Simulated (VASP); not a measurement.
# ZnO (P6_3mc) in VASP: further runs

ZnO is run at these levels: RPBE+D4, revPBE+D3(BJ), RPBE; tasks: single point.

All numbers are computed with VASP 6.6.1; they aren't measurements. Logs are shortened: lines on timing, memory, paths and dates and some standing lists are left out, and cuts for length are marked.

**Experimental background.**

“Electronic structure of alkaline earth and post-transition metal oxides”, 2009, arxiv:0908.1581 quotes, for a bulk crystal of ZnO: band gap 3.37 eV.

The results are compared with them further down.

## 1. The cell of the first run

The structure is hexagonal, space group P6_3mc (No. 186). Conventional cell: a = 3.300 Å, b = 3.300 Å, c = 5.321 Å, α = 90.00°, β = 90.00°, γ = 120.00°. Within 2.7 Å of Zn (site symmetry 3m) lie 4 O at 2.01 to 2.02 Å. O (site symmetry 3m) has 4 Zn at 2.01 to 2.02 Å within 2.7 Å.

## 2. Single point, RPBE+D4 (volume scaled by 1.04)

Input file INCAR:

```
  PREC = Accurate
  ENCUT = 520
  EDIFF = 1E-6
  ISMEAR = 0
  SIGMA = 0.05
  LREAL = False
  LASPH = True
  NELM = 100
  ALGO = Normal
  ISIF = 2
  LWAVE = False
  LCHARG = True
  GGA = RP
  IVDW = 13
  LELF = True
  LVHAR = True
  NBANDS = 26
```

Input file KPOINTS:

```
Automatic mesh
0
Gamma
  8 8 6
```

Input file POSCAR:

```
ZnO
1.0
    3.3000232183      0.0000000000      0.0000000000
   -1.6500116092      2.8579039401      0.0000000000
    0.0000000000      0.0000000000      5.3212319402
Zn O
2 2
Direct
    0.3333333333      0.6666666667      0.0014489168
    0.6666666667      0.3333333333      0.5014489168
    0.3333333333      0.6666666667      0.3806510832
    0.6666666667      0.3333333333      0.8806510832
```

Potentials or basis: VASP PAW PBE potentials, release 64 (Zn, O).

Command:

```bash
> cat potpaw_PBE.64/Zn/POTCAR potpaw_PBE.64/O/POTCAR > POTCAR
> mpirun -np 1 vasp_std > vasp.out
```

OUTCAR:

```text
PREC = Accurate
   ENCUT = 520
   EDIFF = 1E-6
   ISMEAR = 0
   LREAL = False
   LASPH = True
   NELM = 100
   ISIF = 2
   GGA = RP
   IVDW = 13

 ion  position               nearest neighbor table
   1  0.333  0.667  0.001-   4 2.01   4 2.01   4 2.01   3 2.02
   2  0.667  0.333  0.501-   3 2.01   3 2.01   3 2.01   4 2.02
   3  0.333  0.667  0.381-   2 2.01   2 2.01   2 2.01   1 2.02
   4  0.667  0.333  0.881-   1 2.01   1 2.01   1 2.01   2 2.02

  LATTYP: Found a hexagonal cell.
 ALAT       =     3.3000232183
 C/A-ratio  =     1.6124831821

  Lattice vectors:

 A1 = (   3.3000232183,   0.0000000000,   0.0000000000)
 A2 = (  -1.6500116092,   2.8579039401,   0.0000000000)
 A3 = (   0.0000000000,   0.0000000000,   5.3212319402)

Analysis of symmetry for initial positions (statically):
=====================================================================
 Subroutine PRICEL returns:
 Original cell was already a primitive cell.

 Routine SETGRP: Setting up the symmetry group for a
 hexagonal supercell.

 Subroutine GETGRP returns: Found 12 space group operations
 (whereof  6 operations were pure point group operations)
 out of a pool of 24 trial point group operations.

The static configuration has the point symmetry C_3v.
 The point group associated with its full space group is C_6v.

Analysis of symmetry for dynamics (positions and initial velocities):
=====================================================================
 Subroutine PRICEL returns:
 Original cell was already a primitive cell.

 Routine SETGRP: Setting up the symmetry group for a
 hexagonal supercell.

 Subroutine GETGRP returns: Found 12 space group operations
 (whereof  6 operations were pure point group operations)
 out of a pool of 24 trial point group operations.

The dynamic configuration has the point symmetry C_3v.
 The point group associated with its full space group is C_6v.

 Subroutine INISYM returns: Found 12 space group operations
 (whereof  6 operations are pure point group operations),
 and found     1 'primitive' translations

----------------------------------------------------------------------------------------

                                     Primitive cell

  volume of cell :      50.1853

  direct lattice vectors                    reciprocal lattice vectors
     3.300023218  0.000000000  0.000000000     0.303028171  0.174953396  0.000000000
    -1.650011609  2.857903940  0.000000000     0.000000000  0.349906792  0.000000000
     0.000000000  0.000000000  5.321231940     0.000000000  0.000000000  0.187926407

  length of vectors
     3.300023218  3.300023218  5.321231940     0.349906792  0.349906792  0.187926407

  position of ions in fractional coordinates (direct lattice)
     0.333333333  0.666666667  0.001448917
     0.666666667  0.333333333  0.501448917
     0.333333333  0.666666667  0.380651083
     0.666666667  0.333333333  0.880651083

  ion indices of the primitive-cell ions
   primitive index   ion index
                 1           1
                 2           2
                 3           3
                 4           4

----------------------------------------------------------------------------------------

 KPOINTS: Automatic mesh

Automatic generation of k-mesh.
 Grid dimensions read from file:
 generate k-points for:    8    8    6

 Generating k-lattice:

  Cartesian coordinates                     Fractional coordinates (reciprocal lattice)
     0.037878521  0.021869175  0.000000000     0.125000000 -0.000000000  0.000000000
     0.000000000  0.043738349  0.000000000     0.000000000  0.125000000  0.000000000
     0.000000000  0.000000000  0.031321068     0.000000000  0.000000000  0.166666667

  Length of vectors
     0.043738349  0.043738349  0.031321068

  Shift w.r.t. Gamma in fractional coordinates (k-lattice)
     0.000000000  0.000000000  0.000000000

 Subroutine IBZKPT returns following result:
 ===========================================

 Found     40 irreducible k-points:

 Following reciprocal coordinates:
            Coordinates               Weight
  0.000000  0.000000  0.000000      1.000000
  0.125000 -0.000000  0.000000      6.000000
  0.250000 -0.000000  0.000000      6.000000
  0.375000  0.000000  0.000000      6.000000
  0.500000 -0.000000  0.000000      3.000000
  0.125000  0.125000  0.000000      6.000000
[... 16 lines left out ...]
  0.250000 -0.000000  0.333333     12.000000
  0.375000  0.000000  0.333333     12.000000
 [... further k-points ...]
   k-points           NKPTS =     40   k-points in BZ     NKDIM =     40   number of bands    NBANDS=     26
   number of dos      NEDOS =    301   number of ions     NIONS =      4
   total plane-waves  NPLWV =  31360
   dimension x,y,z NGX =    28 NGY =   28 NGZ =   40
   dimension x,y,z NGXF=    56 NGYF=   56 NGZF=   80
   ions per type =               2   2
   NGX,Y,Z   is equivalent  to a cutoff of  14.11, 14.11, 12.50 a.u.
   NGXF,Y,Z  is equivalent  to a cutoff of  28.21, 28.21, 24.99 a.u.
 SYSTEM =  unknown system
   PREC   = accura    normal or accurate (medium, high low for compatibility)
   ISTART =      0    job   : 0-new  1-cont  2-samecut
   ICHARG =      2    charge: 1-file 2-atom 10-const
   ISPIN  =      1    spin polarized calculation?
   LNONCOLLINEAR =      F non collinear calculations
   LSORBIT =      F    spin-orbit coupling
   LASPH  =      T    aspherical Exc in radial PAW
   ENCUT  =  520.0 eV  38.22 Ry    6.18 a.u.   6.14  6.14  9.89*2*pi/ulx,y,z
   NELM   =    100;   NELMIN=  2; NELMDL= -5     # of ELM steps
   EDIFF  = 0.1E-05   stopping-criterion for ELM
   LREAL  =      F    real-space projection
   EDIFFG = 0.1E-04   stopping-criterion for IOM
   NSW    =      0    number of steps for IOM
   IBRION =     -1    ionic relax: 0-MD 1-quasi-New 2-CG
   NFREE  =      0    steps in history (QN), initial steepest desc. (CG)
   ISIF   =      2    stress and relaxation
   ISYM   =      2    0-nonsym 1-usesym 2-fastsym
   POTIM  = 0.5000    time-step for ionic-motion
   TEBEG  =    0.0;   TEEND  =   0.0 temperature during run
   PSTRESS=    0.0 pullay stress
   NELECT =      36.0000    total number of electrons
   NUPDOWN=      -1.0000    fix difference up-down
   EMIN   =  10.00;   EMAX   =-10.00  energy-range for DOS
   EFERMI =   0.00;   METHOD = LEGACY
   ISMEAR =     0;   SIGMA  =   0.05  broadening in eV -4-tet -1-fermi 0-gaus
   EFERMI_NEDOS =   21; number of points for ismear=-14 and -15
   IALGO  =     38    algorithm
   IMIX   =      4    mixing-type and parameters
     AMIX     =   0.40;   BMIX     =  1.00
     AMIX_MAG =   1.60;   BMIX_MAG =  1.00
  volume/ion in A,a.u.               =      12.55        84.67
  Fermi-wavevector in a.u.,A,eV,Ry     =   1.465492  2.769378 29.220773  2.147666
  Thomas-Fermi vector in A             =   2.581342
   LORBIT       =      0    0 simple, 1 ext, 2 COOP (PROOUT), +10 PAW based schemes
   GGA     = RP    functional components
   LHFCALC =     F    Hartree Fock is set to
   AEXX    =    0.0000 exact exchange contribution
   IVDW    =    13    specifies the selected vdW correction
   LEPSILON=     F    determine dielectric tensor
   LRPA    =     F    only Hartree local field effects (RPA)
 non-spin polarized calculation
 Gauss-broadening in eV      SIGMA  =   0.05
  energy-cutoff  :      520.00
  volume of cell :       50.19
 maximum number of plane-waves:      1364
 NGX is ok and might be reduce to    28
   NGX = 13   NGY = 13   NGZ = 19

 number of electron      36.0000027 magnetization

 Free energy of the ion-electron system (eV)
  ---------------------------------------------------
  ext. energy  EPLUGINS =         0.00000000
  ---------------------------------------------------
  free energy    TOTEN  =       -16.36507952 eV

  energy without entropy =      -16.36507952  energy(sigma->0) =      -16.36507952

 E-fermi :   1.1322     XC(G=0): -10.3667

 val. band max:        0.9276510765   @ k =   0.0000   0.0000   0.0000
 cond. band min:       1.7262547589   @ k =   0.0000   0.0000   0.0000
 fundamental gap:      0.7986036824
 Fermi energy:         1.1321886522

 k-point     1 :       0.0000    0.0000    0.0000
  band No.  band energies     occupation
      1     -16.8416      2.00000
      2     -16.2131      2.00000
      3      -4.5185      2.00000
      4      -4.5185      2.00000
      5      -4.4794      2.00000
      6      -4.3413      2.00000
[... 18 lines left out ...]
     25      14.8285      0.00000
     26      14.8285      0.00000

 k-point     2 :       0.1250   -0.0000    0.0000
  band No.  band energies     occupation
      1     -16.7672      2.00000
      2     -16.1802      2.00000
      3      -4.5914      2.00000
      4      -4.4740      2.00000
      5      -4.4351      2.00000
      6      -4.3451      2.00000
[... 18 lines left out ...]
     25      14.8456      0.00000
     26      14.9705      0.00000

 k-point     3 :       0.2500   -0.0000    0.0000
  band No.  band energies     occupation
      1     -16.5756      2.00000
      2     -16.1072      2.00000
      3      -4.7138      2.00000
      4      -4.4198      2.00000
      5      -4.3779      2.00000
      6      -4.2506      2.00000
[... 18 lines left out ...]
     25      14.0847      0.00000
     26      14.8672      0.00000

 k-point     4 :       0.3750    0.0000    0.0000
  band No.  band energies     occupation
      1     -16.3559      2.00000
      2     -16.0540      2.00000
      3      -4.7341      2.00000
      4      -4.4374      2.00000
      5      -4.3061      2.00000
      6      -4.0453      2.00000
[... 18 lines left out ...]
     25      14.0846      0.00000
     26      14.7892      0.00000

 k-point     5 :       0.5000   -0.0000    0.0000
  band No.  band energies     occupation
      1     -16.2437      2.00000
      2     -16.0507      2.00000
      3      -4.6825      2.00000
      4      -4.4408      2.00000
      5      -4.2851      2.00000
      6      -3.9183      2.00000
[... 18 lines left out ...]
     25      13.9536      0.00000
     26      14.8813      0.00000

 k-point     6 :       0.1250    0.1250    0.0000
  band No.  band energies     occupation
      1     -16.6339      2.00000
      2     -16.1274      2.00000
      3      -4.6494      2.00000
      4      -4.4666      2.00000
      5      -4.3701      2.00000
      6      -4.3220      2.00000
[... 427 lines left out ...]
 k-point    21 :       0.0000    0.0000    0.3333
  band No.  band energies     occupation
      1     -16.6898      2.00000
      2     -16.3757      2.00000
      3      -4.6102      2.00000
      4      -4.6078      2.00000
      5      -4.4905      2.00000
      6      -4.4905      2.00000
[... 18 lines left out ...]
     25      14.2807      0.00000
     26      14.2807      0.00000

 k-point    22 :       0.1250   -0.0000    0.3333
  band No.  band energies     occupation
      1     -16.6244      2.00000
      2     -16.3309      2.00000
      3      -4.6776      2.00000
      4      -4.6281      2.00000
      5      -4.4408      2.00000
      6      -4.4312      2.00000
[... 18 lines left out ...]
     25      13.8638      0.00000
     26      14.3900      0.00000

 k-point    23 :       0.2500   -0.0000    0.3333
  band No.  band energies     occupation
      1     -16.4589      2.00000
      2     -16.2244      2.00000
      3      -4.7872      2.00000
      4      -4.6670      2.00000
      5      -4.3246      2.00000
      6      -4.2939      2.00000
[... 18 lines left out ...]
     25      14.1303      0.00000
     26      14.4969      0.00000

 k-point    24 :       0.3750    0.0000    0.3333
  band No.  band energies     occupation
      1     -16.2771      2.00000
      2     -16.1257      2.00000
      3      -4.8204      2.00000
      4      -4.6971      2.00000
      5      -4.2218      2.00000
      6      -4.1042      2.00000
[... 18 lines left out ...]
     25      14.2129      0.00000
     26      14.5684      0.00000

 [... further k-points ...]

------------------------ aborting loop because EDIFF is reached ----------------------------------------

  DFT-D4 for vdW energy calculation

  Edisp (eV):   -1.91960

  FORCE on cell =-STRESS in cart. coord.  units (eV):
  Direction    XX          YY          ZZ          XY          YZ          ZX
  --------------------------------------------------------------------------------------
  -------------------------------------------------------------------------------------
  Total      -1.17740    -1.17740    -1.15763     0.00000     0.00000     0.00000
  in kB     -37.58861   -37.58861   -36.95771     0.00000     0.00000     0.00000
  external pressure =      -37.38 kB  Pullay stress =        0.00 kB

 VOLUME and BASIS-vectors are now :
 -----------------------------------------------------------------------------
  energy-cutoff  :      520.00
  volume of cell :       50.19
      direct lattice vectors                 reciprocal lattice vectors
     3.300023218  0.000000000  0.000000000     0.303028171  0.174953396  0.000000000
    -1.650011609  2.857903940  0.000000000     0.000000000  0.349906792  0.000000000
     0.000000000  0.000000000  5.321231940     0.000000000  0.000000000  0.187926407

 POSITION                                       TOTAL-FORCE (eV/Angst)
 -----------------------------------------------------------------------------------
     -0.00000      1.90527      0.00771         0.000000      0.000000     -0.006064
      1.65001      0.95263      2.66833         0.000000     -0.000000     -0.006064
     -0.00000      1.90527      2.02553        -0.000000     -0.000000      0.006064
      1.65001      0.95263      4.68615         0.000000      0.000000      0.006064
 -----------------------------------------------------------------------------------
    total drift:                                0.000000      0.000001     -0.002847

  FREE ENERGIE OF THE ION-ELECTRON SYSTEM (eV)
  ---------------------------------------------------
  free  energy   TOTEN  =       -18.2846807410 eV

  energy  without entropy=      -18.2846807409  energy(sigma->0) =      -18.28468074
```

Wall time 49 s (1 thread of Intel Xeon Platinum 8259CL at 2.50GHz (Skylake/Cascade Lake), shared host); peak memory 0.19 GiB.

What came out:

| Item | Value |
| --- | --- |
| Free energy | -18.2847 eV |
| Pressure | -3.7 GPa |
| Largest force | 0.006 eV/Å |
| Band gap on the k mesh | 0.80 eV, direct |
| Dispersion energy per atom | -0.480 eV |

Forces on the atoms (eV/Å):
```
Zn   0.000  0.000 -0.006
Zn   0.000  0.000 -0.006
O    0.000  0.000  0.006
O    0.000  0.000  0.006
```

Levels at points of the mesh, in eV from the valence-band top:
| k point | band 16 | band 17 | band 18 | band 19 | band 20 | band 21 |
| --- | --- | --- | --- | --- | --- | --- |
| (0.00, 0.00, 0.00) | -0.07 | 0.00 | 0.00 | 0.80 | 5.13 | 8.14 |
| (0.50, 0.00, 0.00) | -2.08 | -1.19 | -0.77 | 5.63 | 6.93 | 7.63 |
| (0.00, 0.00, 0.50) | -0.36 | -0.36 | -0.36 | 3.41 | 3.41 | 9.97 |
| (0.50, 0.00, 0.50) | -1.39 | -1.28 | -1.28 | 5.72 | 5.72 | 8.23 |

Caveat: the PAW data sets were made with another functional, which shifts forces and pressure a little.

## 3. Single point, revPBE+D3(BJ) (volume scaled by 1.04)

Input file INCAR:

```
SYSTEM = ZnO
ALGO     = Normal         ! electronic algorithm
EDIFF    = 1E-6           ! SCF threshold, eV
ENCUT    = 520            ! plane-wave cutoff, eV
GGA      = RE             ! functional
ISIF     = 2              ! what is computed and relaxed
ISMEAR   = 0              ! smearing method
IVDW     = 12             ! dispersion correction
LASPH    = .True.         ! aspherical terms in the spheres
LCHARG   = .False.        ! write CHGCAR
LREAL    = .False.        ! projectors in reciprocal space
LWAVE    = .False.        ! write WAVECAR
NBANDS   = 26             ! bands
NELM     = 60             ! most SCF steps
PREC     = Accurate       ! precision mode
SIGMA    = 0.05           ! smearing width, eV
```

Input file KPOINTS:

```
k-points
0
Gamma
  8 8 6
  0 0 0
```

Input file POSCAR:

```
ZnO
1.0
    3.3009710382      0.0000000000      0.0000000000
   -1.6504855191      2.8587247762      0.0000000000
    0.0000000000      0.0000000000      5.3276514147
Zn O
2 2
Direct
    0.3333333333      0.6666666667      0.0015378783
    0.6666666667      0.3333333333      0.5015378783
    0.3333333333      0.6666666667      0.3805621217
    0.6666666667      0.3333333333      0.8805621217
```

Potentials or basis: VASP PAW PBE potentials, release 64 (Zn, O).

Command:

```bash
> cat potpaw_PBE.64/Zn/POTCAR potpaw_PBE.64/O/POTCAR > POTCAR
> mpirun -np 1 vasp_std > vasp.out
```

Wall time 46 s (1 thread of Intel Xeon Platinum 8259CL at 2.50GHz (Skylake/Cascade Lake), shared host); peak memory 0.2 GiB.

The run converged. Its results:

| Item | Value |
| --- | --- |
| Free energy | -18.2354 eV |
| Pressure | -3.9 GPa |
| Band gap on the k mesh | 0.77 eV, direct |
| Dispersion energy per atom | -0.417 eV |

Stress tensor (GPa, compression positive):
```
-3.92  0.00  0.00
 0.00 -3.92  0.00
 0.00  0.00 -3.81
```

Levels at points of the mesh, in eV from the valence-band top:
```csv
k point,band 14,band 15,band 16,band 17,band 18,band 19,band 20,band 21,band 22,band 23
"(0.00, 0.00, 0.00)",-0.73,-0.73,-0.07,0.00,0.00,0.77,5.09,8.09,12.70,12.70
"(0.50, 0.00, 0.00)",-3.36,-2.65,-2.08,-1.19,-0.77,5.60,6.89,7.59,8.20,10.38
"(0.00, 0.00, 0.50)",-2.20,-0.36,-0.36,-0.36,-0.36,3.38,3.38,9.92,9.92,12.98
"(0.50, 0.00, 0.50)",-3.64,-1.39,-1.39,-1.28,-1.28,5.68,5.68,8.19,8.19,11.16
```

Caveat: the PAW data sets were made with another functional, which shifts forces and pressure a little.

[end of part 1 of 2]
